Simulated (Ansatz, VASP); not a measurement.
## Two plane-wave programs on Ti

```
Ti
1.0
     0.00000    1.96910    2.09090
     1.96910    0.00000    2.09090
     1.96910    1.96910    0.00000
Ti
1
Cartesian
  0.0000 0.0000 0.0000
```

Change from the starting cell: strain -0.030 along x and y, +0.030 along z, atoms carried along.

Alike in both runs: task single point; functional PBEsol; k mesh 10 × 10 × 10; occupations gaussian, width 0.15 eV; no spin polarisation.

|  | VASP | Ansatz |
| --- | --- | --- |
| version | VASP 6.6.1 | Ansatz 0.2.0 |
| potentials or method | VASP PAW PBE potentials, release 64 (Ti_sv), cutoff 520 eV | scalar-relativistic, plane waves, PAW |
| valence electrons in the cell | 12 | 12 |

Ansatz gave:

```
gap on the k mesh at the Fermi level (eV)                     : none
pressure (GPa)                                                : 3.4
traceless stress, the component that is largest in VASP (GPa) : -1.18
```

Question: Which values does VASP return?

Answer: gap on the k mesh at the Fermi level (eV): none; pressure (GPa): 3.0; traceless stress, the component that is largest in VASP (GPa): -1.20.

VASP's potentials were made for PBE, not for PBEsol. A gap of «none» marks a metal or a gap that the smearing closes. The functional is the same, so the differences come from potentials, cutoffs and numerics.
